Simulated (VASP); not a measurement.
# Si16Ag (a cell with a defect) in VASP: further runs, part 2 of 2

VASP 6.6.1.

### Step 4. Single point, r2SCAN

POSCAR

```
Si16Ag
1.0
    0.0000000000      5.4437023800     -5.4437023800
    5.4437023800      5.4437023800      0.0000000000
    5.4437023800      0.0000000000     -5.4437023800
Si Ag
16 1
Direct
    0.1202602483      0.1442771748      0.1154001369
    0.1305812571      0.6212574208      0.1183634694
    0.6203527975      0.1441864278      0.1159916461
    0.6145152263      0.6607381794      0.1121468364
    0.1268625564      0.1234907703      0.6220733177
    0.1298176224      0.6207384725      0.6264575581
    0.6192242457      0.1443575429      0.6168868659
    0.6226961475      0.6209938134      0.6268661036
    0.2532156249      0.7502754954      0.2461746448
    0.2503846472      0.2494224344      0.2500121067
    0.7510310474      0.7509175217      0.2469287272
    0.7355403034      0.2974919250      0.2316633813
    0.2511997175      0.7504443143      0.7468765219
    0.2496144912      0.2490839699      0.7456969020
    0.7496154667      0.7497243999      0.7509862249
    0.7548439854      0.2492371745      0.7460995691
   -0.1365682670     -0.0857407271      0.3621022720
```

INCAR.step1

```
ALGO     = Normal         # electronic algorithm
EDIFF    = 1E-4           # SCF threshold, eV
ENCUT    = 520            # plane-wave cutoff, eV
GGA      = PE             # functional
ISMEAR   = 0              # smearing method
LASPH    = T              # aspherical terms in the spheres
LCHARG   = F              # write CHGCAR
LREAL    = Auto         
LWAVE    = T              # write WAVECAR
NBANDS   = 52             # bands
NELECT   = 74.0         
NELM     = 100            # most SCF steps
PREC     = Accurate       # precision mode
SIGMA    = 0.02           # smearing width, eV
```

INCAR.step2

```
ALGO     = Normal         # electronic algorithm
EDIFF    = 1E-7           # SCF threshold, eV
ENCUT    = 520            # plane-wave cutoff, eV
ISIF     = 2              # what is computed and relaxed
ISMEAR   = 0              # smearing method
ISTART   = 1            
LASPH    = T              # aspherical terms in the spheres
LCHARG   = F              # write CHGCAR
LMIXTAU  = T            
LREAL    = Auto         
LWAVE    = F              # write WAVECAR
METAGGA  = R2SCAN         # meta-GGA
NBANDS   = 52             # bands
NELECT   = 74.0         
NELM     = 100            # most SCF steps
PREC     = Accurate       # precision mode
SIGMA    = 0.02           # smearing width, eV
```

KPOINTS

```
k-points
0
Gamma
  2 2 2
```

Potentials or basis: VASP PAW PBE potentials, release 64 (Si, Ag).

The run is started by

```console
> cat potpaw_PBE.64/Si/POTCAR potpaw_PBE.64/Ag/POTCAR > POTCAR
> cp INCAR.step1 INCAR
> mpirun -np 1 vasp_std > vasp.out
> cp INCAR.step2 INCAR
> mpirun -np 1 vasp_std > vasp.out
```

OUTCAR:

```text
EDIFF = 1E-7
   ENCUT = 520
   ISIF = 2
   ISMEAR = 0
   ISTART = 1
   LASPH = T
   LREAL = Auto
   METAGGA = R2SCAN
   NELECT = 74.0
   NELM = 100
   PREC = Accurate

 ion  position               nearest neighbor table
   1  0.120  0.144  0.115-  14 2.33  10 2.33  12 2.42   9 2.48  17 2.65
   2  0.131  0.621  0.118-  13 2.34  10 2.34   9 2.39  11 2.39  17 2.93
   3  0.620  0.144  0.116-  16 2.33  10 2.33  12 2.42  11 2.47  17 2.67
   4  0.615  0.661  0.112-  15 2.28   9 2.28  11 2.28  12 2.28
   5  0.127  0.123  0.622-  14 2.34  16 2.34  10 2.34  13 2.34
   6  0.130  0.621  0.626-  13 2.34  14 2.34  15 2.39   9 2.39  17 2.90
   7  0.619  0.144  0.617-  14 2.33  16 2.33  12 2.43  15 2.48  17 2.64
   8  0.623  0.621  0.627-  13 2.34  16 2.34  15 2.39  11 2.39  17 2.91
   9  0.253  0.750  0.246-   4 2.28   2 2.39   6 2.39  17 2.46   1 2.48
  10  0.250  0.249  0.250-   1 2.33   3 2.33   2 2.34   5 2.34
  11  0.751  0.751  0.247-   4 2.28   2 2.39   8 2.39  17 2.47   3 2.47
  12  0.736  0.297  0.232-   4 2.28  17 2.41   3 2.42   1 2.42   7 2.43
  13  0.251  0.750  0.747-   2 2.34   8 2.34   6 2.34   5 2.34
[... 209 lines left out ...]

 k-point     1 :       0.0000    0.0000    0.0000
  band No.  band energies     occupation
      1      -6.3738      2.00000
      2      -3.9645      2.00000
      3      -3.8907      2.00000
      4      -3.8732      2.00000
      5      -3.8695      2.00000
      6      -2.3603      2.00000
[... 405 lines left out ...]
     48      10.8542      0.00000
     49      10.8940      0.00000
 [bands above 49 left out]

------------------------ aborting loop because EDIFF is reached ----------------------------------------

  FORCE on cell =-STRESS in cart. coord.  units (eV):
  Direction    XX          YY          ZZ          XY          YZ          ZX
  --------------------------------------------------------------------------------------
  -------------------------------------------------------------------------------------
  Total       -0.9352662     -0.9770939     -1.0274672      0.1974393      0.3373621      0.2763221
  in kB       -4.6444331     -4.8521451     -5.1022934      0.9804628      1.6753043      1.3721864
  external PRESSURE =      -4.8662905 kB  Pullay stress =       0.0000000 kB

 VOLUME and BASIS-vectors are now :
 -----------------------------------------------------------------------------
  energy-cutoff  :      520.00
  volume of cell :      322.64
      direct lattice vectors                 reciprocal lattice vectors
     0.000000000  5.443702380 -5.443702380    -0.091849254  0.091849254 -0.091849254
     5.443702380  5.443702380  0.000000000     0.091849254  0.091849254  0.091849254
     5.443702380  0.000000000 -5.443702380     0.091849254 -0.091849254 -0.091849254

 POSITION                                       TOTAL-FORCE (eV/Angst)
 -----------------------------------------------------------------------------------
      1.41361      1.44006     -1.28286        -0.000110     -0.005995     -0.002083
      4.02628      4.09279     -1.35518        -0.005687     -0.003736     -0.004167
      1.41633      4.16192     -4.00844        -0.000197     -0.000504     -0.002340
      4.20736      6.94210     -3.95573        -0.007429     -0.003713     -0.001135
      4.05863      1.36285     -4.07698         0.001100      0.000706     -0.000273
      6.78936      4.08580     -4.11694        -0.003493     -0.004241      0.001638
[... 9 lines left out ...]
      5.41832      5.46592     -8.17069         0.004228     -0.001241      0.003980
      6.94813      9.67722     -6.67144        -0.005029      0.001629      0.003987
 -----------------------------------------------------------------------------------
    total drift:                                0.000027     -0.004630     -0.003385

  FREE ENERGIE OF THE ION-ELECTRON SYSTEM (eV)
  ---------------------------------------------------
  free  energy   TOTEN  =      -164.4498537187 eV

  energy  without entropy=     -164.4498537187  energy(sigma->0) =     -164.44985372
```

It took 24 min on 1 thread of Intel Xeon 8259CL, shared host; peak memory 0.58 GiB.

What came out:

* Free energy: -164.4499 eV
* Largest force: 0.014 eV/Å

Forces in eV/Å, atoms in the order of the input:
```
Si   0.000 -0.006 -0.002
Si  -0.006 -0.004 -0.004
Si   0.000 -0.001 -0.002
Si  -0.007 -0.004 -0.001
Si   0.001  0.001  0.000
Si  -0.003 -0.004  0.002
Si  -0.007 -0.001 -0.002
Si  -0.003  0.000 -0.006
Si   0.005  0.012 -0.002
Si  -0.003  0.001  0.001
Si   0.002 -0.004  0.011
Si   0.007  0.001 -0.002
Si  -0.001  0.000  0.001
Si   0.005  0.004 -0.001
Si   0.013  0.003  0.000
Si   0.004 -0.001  0.004
Ag  -0.005  0.002  0.004
```

Caveat: the k points lie up to 0.50 Å⁻¹ apart; the cell carries a net charge on a neutralising background, which shifts energy and pressure; the cell is charged against a uniform background, so pressure and absolute levels hang on convention; the PAW data sets were made with another functional, which shifts forces and pressure a little.
